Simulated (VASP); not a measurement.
**SrCl2: single point with PBE+U**

The system is SrCl2.

```
Sr Cl
1.0
     0.00000    3.48550    3.48550
     3.48550    0.00000    3.48550
     3.48550    3.48550    0.00000
Sr Cl
1 2
Cartesian
  0.0000 0.0000 0.0000
  1.7428 1.7428 1.7428
  5.2283 5.2283 5.2283
```

```yaml
Program: VASP 6.6.1
Task: single point
Functional: PBE
Potentials_or_basis: VASP PAW PBE potentials, release 64 (Sr_sv, Cl)
Cutoff: 500 eV
k_mesh: 1 × 5 × 1
Occupations: gaussian, width 0.1 eV
Spin: no spin polarisation
Hubbard_terms: Cl p U = 1.1 eV
```

The pressure is -1.1 GPa and the band gap on the k mesh is 5.77 eV.

Levels at points of the mesh, in eV from the valence-band top:
```tsv
k point	band 8	band 9	band 10	band 11	band 12	band 13	band 14	band 15	band 16	band 17
(0.00, 0.00, 0.00)	-1.79	-1.79	-0.02	0.00	0.00	5.77	6.49	6.49	9.46	9.46
```

Run time: 8.5 s on 1 thread of Intel(R) Xeon(R) Platinum 8559C (Emerald Rapids), with other jobs on the host, peak memory 0.19 GiB.

Caveat: the k points lie up to 1.48 Å⁻¹ apart.
